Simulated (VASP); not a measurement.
# Cr2Ge6Mo (Immm) in VASP: a series of runs

Runs on Cr2Ge6Mo. Level: PBE. Tasks: single point.

All numbers are computed with VASP 6.6.1; they aren't measurements. Logs are shortened: lines on timing, memory, paths and dates and some standing lists are left out, and cuts for length are marked.

## (1) The cell of the first run

It takes space group Immm (No. 71, orthorhombic). Conventional cell: a = 3.275 Å, b = 8.144 Å, c = 9.803 Å, α = 90.00°, β = 90.00°, γ = 90.00°. Cr (site symmetry mm2) has 10 Ge at 2.64 to 2.76 Å and 3 Cr at 3.27 Å and 1 Mo at 3.27 Å within 3.5 Å. Within 3.4 Å of Ge (site symmetry m2m) lie 9 Ge at 2.57 to 3.27 Å and 4 Cr at 2.65 Å and 1 Mo at 2.79 Å. Within 3.5 Å of Ge (site symmetry m) lie 9 Ge at 2.63 to 3.34 Å and 3 Cr at 2.64 to 2.76 Å and 2 Mo at 2.68 Å. Within 3.5 Å of Mo (site symmetry mmm) lie 10 Ge at 2.68 to 2.79 Å and 2 Cr at 3.27 Å and 2 Mo at 3.27 Å.

## (2) Single point, PBE

INCAR

```
SYSTEM = Cr2Ge6Mo
PREC     = Accurate       ! precision mode
ENCUT    = 520            ! plane-wave cutoff, eV
EDIFF    = 1E-6           ! SCF threshold, eV
ISMEAR   = 0              ! smearing method
SIGMA    = 0.1            ! smearing width, eV
LREAL    = .False.        ! projectors in reciprocal space
LASPH    = .True.         ! aspherical terms in the spheres
NELM     = 80             ! most SCF steps
ALGO     = Normal         ! electronic algorithm
ISIF     = 2              ! what is computed and relaxed
LWAVE    = .False.        ! write WAVECAR
LCHARG   = .False.        ! write CHGCAR
GGA      = PE             ! functional
NBANDS   = 71             ! bands
```

KPOINTS

```
regular mesh
0
Gamma
  6 6 6
  0 0 0
```

POSCAR

```
Cr2Ge6Mo
1.0
   -1.6372949000      4.0718956000      4.9012796000
    1.6372949000     -4.0718956000      4.9012796000
    1.6372949000      4.0718956000     -4.9012796000
Cr Ge Mo
2 6 1
Direct
    0.3334230000      0.3334230000      0.0000000000
    0.6665770000      0.6665770000      0.0000000000
    0.3420530000      0.0000000000      0.3420530000
    0.6680650000      0.3294410000      0.3386240000
    0.0091830000      0.6705590000      0.3386240000
    0.6579470000      0.0000000000      0.6579470000
    0.9908170000      0.3294410000      0.6613760000
    0.3319350000      0.6705590000      0.6613760000
    0.0000000000      0.0000000000      0.0000000000
```

Potentials or basis: VASP PAW PBE potentials, release 64 (Cr_pv, Ge_d, Mo_sv).

Started as:

```sh
cat potpaw_PBE.64/Cr_pv/POTCAR potpaw_PBE.64/Ge_d/POTCAR potpaw_PBE.64/Mo_sv/POTCAR > POTCAR
mpirun -np 1 vasp_std > vasp.out
```

OUTCAR:

```text
SYSTEM = Cr2Ge6Mo
   PREC = Accurate
   ENCUT = 520
   EDIFF = 1E-6
   ISMEAR = 0
   LREAL = .False.
   LASPH = .True.
   NELM = 80
   ISIF = 2
   GGA = PE

 ion  position               nearest neighbor table
   1  0.333  0.333  0.000-   8 2.64   5 2.64   5 2.64   8 2.64   6 2.65   3 2.65   6 2.65   3 2.65
                             4 2.76   7 2.76   9 3.27
   2  0.667  0.667  0.000-   4 2.64   7 2.64   7 2.64   4 2.64   6 2.65   3 2.65   6 2.65   3 2.65
                             8 2.76   5 2.76   9 3.27
   3  0.342  0.000  0.342-   6 2.57   1 2.65   2 2.65   2 2.65   1 2.65   8 2.76   7 2.76   7 2.76
                             8 2.76   9 2.79
   4  0.668  0.329  0.339-   7 2.63   2 2.64   2 2.64   8 2.68   8 2.68   9 2.68   9 2.68   1 2.76
                             6 2.76   6 2.76
   5  0.009  0.671  0.339-   8 2.63   1 2.64   1 2.64   7 2.68   7 2.68   9 2.68   9 2.68   2 2.76
                             6 2.76   6 2.76
   6  0.658  0.000  0.658-   3 2.57   1 2.65   2 2.65   2 2.65   1 2.65   4 2.76   5 2.76   5 2.76
                             4 2.76   9 2.79
   7  0.991  0.329  0.661-   4 2.63   2 2.64   2 2.64   5 2.68   5 2.68   9 2.68   9 2.68   1 2.76
                             3 2.76   3 2.76
   8  0.332  0.671  0.661-   5 2.63   1 2.64   1 2.64   4 2.68   4 2.68   9 2.68   9 2.68   2 2.76
                             3 2.76   3 2.76
   9  0.000  0.000  0.000-   7 2.68   5 2.68   5 2.68   7 2.68   8 2.68   4 2.68   8 2.68   4 2.68
                             3 2.79   6 2.79   2 3.27   1 3.27

  LATTYP: Found a body centered orthorhombic cell.
 ALAT       =     3.2745898000
 B/A-ratio  =     2.4869652987
 C/A-ratio  =     2.9935227918

  Lattice vectors:

 A1 = (  -1.6372949000,   4.0718956000,   4.9012796000)
 A2 = (   1.6372949000,  -4.0718956000,   4.9012796000)
 A3 = (   1.6372949000,   4.0718956000,  -4.9012796000)

Analysis of symmetry for initial positions (statically):
=====================================================================
 Subroutine PRICEL returns:
 Original cell was already a primitive cell.

 Routine SETGRP: Setting up the symmetry group for a
 body centered orthorhombic supercell.

 Subroutine GETGRP returns: Found  8 space group operations
 (whereof  8 operations were pure point group operations)
 out of a pool of  8 trial point group operations.

The static configuration has the point symmetry D_2h.

Analysis of symmetry for dynamics (positions and initial velocities):
=====================================================================
 Subroutine PRICEL returns:
 Original cell was already a primitive cell.

 Routine SETGRP: Setting up the symmetry group for a
 body centered orthorhombic supercell.

 Subroutine GETGRP returns: Found  8 space group operations
 (whereof  8 operations were pure point group operations)
 out of a pool of  8 trial point group operations.

The dynamic configuration has the point symmetry D_2h.

 Subroutine INISYM returns: Found  8 space group operations
 (whereof  8 operations are pure point group operations),
 and found     1 'primitive' translations

----------------------------------------------------------------------------------------

                                     Primitive cell

  volume of cell :     130.7052

  direct lattice vectors                    reciprocal lattice vectors
    -1.637294900  4.071895600  4.901279600     0.000000000  0.122792932  0.102014176
     1.637294900 -4.071895600  4.901279600     0.305381761  0.000000000  0.102014176
     1.637294900  4.071895600 -4.901279600     0.305381761  0.122792932  0.000000000

  length of vectors
     6.579028050  6.579028050  6.579028050     0.159640209  0.321970359  0.329144534

  position of ions in fractional coordinates (direct lattice)
     0.333423000  0.333423000  0.000000000
     0.666577000  0.666577000  0.000000000
     0.342053000  0.000000000  0.342053000
     0.668065000  0.329441000  0.338624000
     0.009183000  0.670559000  0.338624000
     0.657947000  0.000000000  0.657947000
     0.990817000  0.329441000  0.661376000
     0.331935000  0.670559000  0.661376000
     0.000000000  0.000000000  0.000000000

  ion indices of the primitive-cell ions
   primitive index   ion index
                 1           1
                 2           2
                 3           3
                 4           4
                 5           5
                 6           6
                 7           7
                 8           8
                 9           9

----------------------------------------------------------------------------------------

 KPOINTS: regular mesh

Automatic generation of k-mesh.
 Grid dimensions read from file:
 generate k-points for:    6    6    6

 Generating k-lattice:

  Cartesian coordinates                     Fractional coordinates (reciprocal lattice)
     0.000000000  0.020465489  0.017002363     0.166666667  0.000000000  0.000000000
     0.050896960  0.000000000  0.017002363     0.000000000  0.166666667 -0.000000000
     0.050896960  0.020465489  0.000000000     0.000000000 -0.000000000  0.166666667

  Length of vectors
     0.026606701  0.053661727  0.054857422

  Shift w.r.t. Gamma in fractional coordinates (k-lattice)
     0.000000000  0.000000000  0.000000000

 Subroutine IBZKPT returns following result:
 ===========================================

 Found     46 irreducible k-points:

 Following reciprocal coordinates:
            Coordinates               Weight
  0.000000  0.000000  0.000000      1.000000
  0.166667 -0.000000  0.000000      4.000000
  0.333333 -0.000000  0.000000      4.000000
  0.500000  0.000000 -0.000000      2.000000
 -0.000000  0.166667  0.000000      4.000000
  0.166667  0.166667  0.000000      8.000000
[... 16 lines left out ...]
 -0.166667  0.166667  0.166667      2.000000
  0.166667  0.333333  0.166667      4.000000
 [... further k-points ...]
   k-points           NKPTS =     46   k-points in BZ     NKDIM =     46   number of bands    NBANDS=     71
   number of dos      NEDOS =    301   number of ions     NIONS =      9
   total plane-waves  NPLWV = 125000
   dimension x,y,z NGX =    50 NGY =   50 NGZ =   50
   dimension x,y,z NGXF=   100 NGYF=  100 NGZF=  100
   ions per type =               2   6   1
   NGX,Y,Z   is equivalent  to a cutoff of  12.63, 12.63, 12.63 a.u.
   NGXF,Y,Z  is equivalent  to a cutoff of  25.27, 25.27, 25.27 a.u.
 SYSTEM =  Cr2Ge6Mo
   PREC   = accura    normal or accurate (medium, high low for compatibility)
   ISTART =      0    job   : 0-new  1-cont  2-samecut
   ICHARG =      2    charge: 1-file 2-atom 10-const
   ISPIN  =      1    spin polarized calculation?
   LNONCOLLINEAR =      F non collinear calculations
   LSORBIT =      F    spin-orbit coupling
   LASPH  =      T    aspherical Exc in radial PAW
   ENCUT  =  520.0 eV  38.22 Ry    6.18 a.u.  12.23 12.23 12.23*2*pi/ulx,y,z
   NELM   =     80;   NELMIN=  2; NELMDL= -5     # of ELM steps
   EDIFF  = 0.1E-05   stopping-criterion for ELM
   LREAL  =      F    real-space projection
   EDIFFG = 0.1E-04   stopping-criterion for IOM
   NSW    =      0    number of steps for IOM
   IBRION =     -1    ionic relax: 0-MD 1-quasi-New 2-CG
   NFREE  =      0    steps in history (QN), initial steepest desc. (CG)
   ISIF   =      2    stress and relaxation
   ISYM   =      2    0-nonsym 1-usesym 2-fastsym
   POTIM  = 0.5000    time-step for ionic-motion
   TEBEG  =    0.0;   TEEND  =   0.0 temperature during run
   PSTRESS=    0.0 pullay stress
   NELECT =     122.0000    total number of electrons
   NUPDOWN=      -1.0000    fix difference up-down
   EMIN   =  10.00;   EMAX   =-10.00  energy-range for DOS
   EFERMI =   0.00;   METHOD = LEGACY
   ISMEAR =     0;   SIGMA  =   0.10  broadening in eV -4-tet -1-fermi 0-gaus
   EFERMI_NEDOS =   21; number of points for ismear=-14 and -15
   IALGO  =     38    algorithm
   IMIX   =      4    mixing-type and parameters
     AMIX     =   0.40;   BMIX     =  1.00
     AMIX_MAG =   1.60;   BMIX_MAG =  1.00
  volume/ion in A,a.u.               =      14.52        98.00
  Fermi-wavevector in a.u.,A,eV,Ry     =   1.599916  3.023402 34.827245  2.559730
  Thomas-Fermi vector in A             =   2.697134
   LORBIT       =      0    0 simple, 1 ext, 2 COOP (PROOUT), +10 PAW based schemes
   GGA     = PE    functional components
   LHFCALC =     F    Hartree Fock is set to
   AEXX    =    0.0000 exact exchange contribution
   IVDW    =     0    specifies the selected vdW correction
   LEPSILON=     F    determine dielectric tensor
   LRPA    =     F    only Hartree local field effects (RPA)
 non-spin polarized calculation
 Gauss-broadening in eV      SIGMA  =   0.10
  energy-cutoff  :      520.00
  volume of cell :      130.71
 maximum number of plane-waves:      3544
 NGX is ok and might be reduce to    50
   NGX = 25   NGY = 25   NGZ = 25

 number of electron     121.9999975 magnetization

 Free energy of the ion-electron system (eV)
  ---------------------------------------------------
  ext. energy  EPLUGINS =         0.00000000
  ---------------------------------------------------
  free energy    TOTEN  =       -57.04152588 eV

  energy without entropy =      -57.03251827  energy(sigma->0) =      -57.03702208

 E-fermi :   9.7932     XC(G=0): -12.7323

 val. band max:        9.7763477103   @ k =   0.3333   0.3333   0.1667
 cond. band min:       9.7985645581   @ k =   0.5000   0.5000   0.0000
 fundamental gap:      0.0222168478
 Fermi energy:         9.7931514414

 k-point     1 :       0.0000    0.0000    0.0000
  band No.  band energies     occupation
      1     -51.0115      2.00000
      2     -33.2022      2.00000
      3     -33.1887      2.00000
      4     -33.1869      2.00000
      5     -33.1815      2.00000
      6     -33.0997      2.00000
[... 63 lines left out ...]
     70      13.4460      0.00000
     71      13.7065      0.00000
[... 1700 lines left out ...]
     70      12.7654      0.00000
     71      12.7865      0.00000

 [... further k-points ...]

------------------------ aborting loop because EDIFF is reached ----------------------------------------

  FORCE on cell =-STRESS in cart. coord.  units (eV):
  Direction    XX          YY          ZZ          XY          YZ          ZX
  --------------------------------------------------------------------------------------
  -------------------------------------------------------------------------------------
  Total        0.0569355      0.1792622     -0.0960034      0.0000000      0.0000000      0.0000000
  in kB        0.6979127      2.1973854     -1.1768040      0.0000000      0.0000000      0.0000000
  external PRESSURE =       0.5728313 kB  Pullay stress =       0.0000000 kB

 VOLUME and BASIS-vectors are now :
 -----------------------------------------------------------------------------
  energy-cutoff  :      520.00
  volume of cell :      130.71
      direct lattice vectors                 reciprocal lattice vectors
    -1.637294900  4.071895600  4.901279600     0.000000000  0.122792932  0.102014176
     1.637294900 -4.071895600  4.901279600     0.305381761  0.000000000  0.102014176
     1.637294900  4.071895600 -4.901279600     0.305381761  0.122792932  0.000000000

 POSITION                                       TOTAL-FORCE (eV/Angst)
 -----------------------------------------------------------------------------------
      0.00000      0.00000      3.26840        -0.000000     -0.000000     -0.002090
      0.00000      0.00000      6.53416        -0.000000      0.000000      0.002090
      0.00000      2.78561      0.00000        -0.000000     -0.004622     -0.000000
      0.00000      2.75768      3.22936         0.000000     -0.022310     -0.009156
      1.63729     -1.31421      1.67191        -0.000000     -0.022310      0.009156
      0.00000      5.35818      0.00000        -0.000000      0.004622      0.000000
      0.00000      5.38611      3.22936        -0.000000      0.022310     -0.009156
      1.63729      1.31421      1.67191         0.000000      0.022310      0.009156
      0.00000      0.00000      0.00000        -0.000000      0.000000     -0.000000
 -----------------------------------------------------------------------------------
    total drift:                                0.000000     -0.000000      0.000000

  FREE ENERGIE OF THE ION-ELECTRON SYSTEM (eV)
  ---------------------------------------------------
  free  energy   TOTEN  =       -57.0415258796 eV

  energy  without entropy=      -57.0325182749  energy(sigma->0) =      -57.03702208
```

Run time: 15 min. Hardware: 1 thread of AMD EPYC 7R43 (Zen 3), shared host; peak memory 0.51 GiB.

Results:

```yaml
Free_energy: -57.0415 eV
Pressure: 0.1 GPa
Largest_force: 0.024 eV/Å
Band_gap_on_the_k_mesh: zero (bands 61 and 62 overlap by 0.40 eV)
```

Forces in eV/Å, atoms in the order of the input:
```
Cr   0.000  0.000 -0.002
Cr   0.000  0.000  0.002
Ge   0.000 -0.005  0.000
Ge   0.000 -0.022 -0.009
Ge   0.000 -0.022  0.009
Ge   0.000  0.005  0.000
Ge   0.000  0.022 -0.009
Ge   0.000  0.022  0.009
Mo   0.000  0.000  0.000
```

Caveat: the run has no spin polarisation, though such a crystal can be magnetic.

## (3) Single point, PBE

INCAR, as its differences from that of step 2:

```diff
@@ -9,3 +9,3 @@
 NELM     = 80             ! most SCF steps
-ALGO     = Normal         ! electronic algorithm
+ALGO     = Fast           ! electronic algorithm
 ISIF     = 2              ! what is computed and relaxed
```

KPOINTS is that of step 2.

POSCAR is that of step 2.

Potentials or basis: VASP PAW PBE potentials, release 64 (Cr_pv, Ge_d, Mo_sv).

Started as:

```sh
cat potpaw_PBE.64/Cr_pv/POTCAR potpaw_PBE.64/Ge_d/POTCAR potpaw_PBE.64/Mo_sv/POTCAR > POTCAR
mpirun -np 1 vasp_std > vasp.out
```

It took 38 min on 1 thread of Oxide Virtual Turin-like, shared host; peak memory 0.54 GiB.

It converged, with:

| Quantity | Value |
| --- | --- |
| Free energy | -57.0415 eV |
| Pressure | 0.1 GPa |
| Largest force | 0.024 eV/Å |
| Band gap on the k mesh | zero (bands 61 and 62 overlap by 0.40 eV) |

Forces in eV/Å, atoms in the order of the input:
```
Cr   0.000  0.000 -0.002
Cr   0.000  0.000  0.002
Ge   0.000 -0.005  0.000
Ge   0.000 -0.022 -0.009
Ge   0.000 -0.022  0.009
Ge   0.000  0.005  0.000
Ge   0.000  0.022 -0.009
Ge   0.000  0.022  0.009
Mo   0.000  0.000  0.000
```

Stress tensor (GPa, compression positive):
```
 0.16  0.00  0.00
 0.00  0.31  0.00
 0.00  0.00 -0.03
```

Levels at points of the mesh, in eV from the Fermi level:
| k point | band 59 | band 60 | band 61 | band 62 | band 63 | band 64 |
| --- | --- | --- | --- | --- | --- | --- |
| (0.00, 0.00, 0.00) | -0.17 | -0.07 | 0.14 | 0.38 | 0.67 | 2.45 |
| (0.50, 0.00, 0.00) | -0.39 | -0.37 | -0.15 | 0.43 | 0.67 | 1.05 |
| (0.00, 0.50, 0.00) | -1.36 | -0.99 | -0.83 | 0.77 | 0.79 | 1.18 |
| (0.50, 0.50, 0.00) | -1.58 | -1.37 | -0.14 | 0.01 | 0.15 | 0.76 |
| (0.50, 0.50, 0.50) | -0.41 | -0.39 | -0.31 | -0.24 | 0.16 | 0.77 |

Caveat: the run has no spin polarisation, though such a crystal can be magnetic.

The gap in the log of VASP goes by the Fermi energy; the results here count the filled bands.